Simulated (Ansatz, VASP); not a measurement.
**C in VASP and in Ansatz**

```
C
1.0
     1.22803    0.70900    3.26334
    -1.22803    0.70900    3.26334
     0.00000   -1.41800    3.26334
C
2
Direct
  0.16400 0.16400 0.16400
  0.83600 0.83600 0.83600
```

Change from the starting cell: strain +0.000 along x and y, -0.025 along z, atoms carried along.

Alike in both runs: task single point; functional r2SCAN; k mesh 12 × 12 × 12; occupations gaussian, width 0.05 eV; no spin polarisation.

```csv
,VASP,Ansatz
version,VASP 6.6.1,Ansatz 0.2.0
potentials or method,"VASP PAW PBE potentials, release 64 (C), cutoff 520 eV","scalar-relativistic, plane waves, PAW"
valence electrons in the cell,8,8
```

Ansatz gave:

- gap on the k mesh at the Fermi level (eV): 0.91
- least direct gap on the mesh (eV): 0.91
- pressure (GPa): 0.5
- traceless stress, the component that is largest in VASP (GPa): 1.66
- rms of the force components (eV/Å): 0.506

**Question.** What did VASP give for the same quantities?

**Answer.** gap on the k mesh at the Fermi level (eV): 0.91; least direct gap on the mesh (eV): 0.91; pressure (GPa): 1.2; traceless stress, the component that is largest in VASP (GPa): 0.85; rms of the force components (eV/Å): 0.501.

VASP's potentials were made for PBE, not for r2SCAN. Atom by atom the forces differ by 0.005 eV/Å (rms over components).
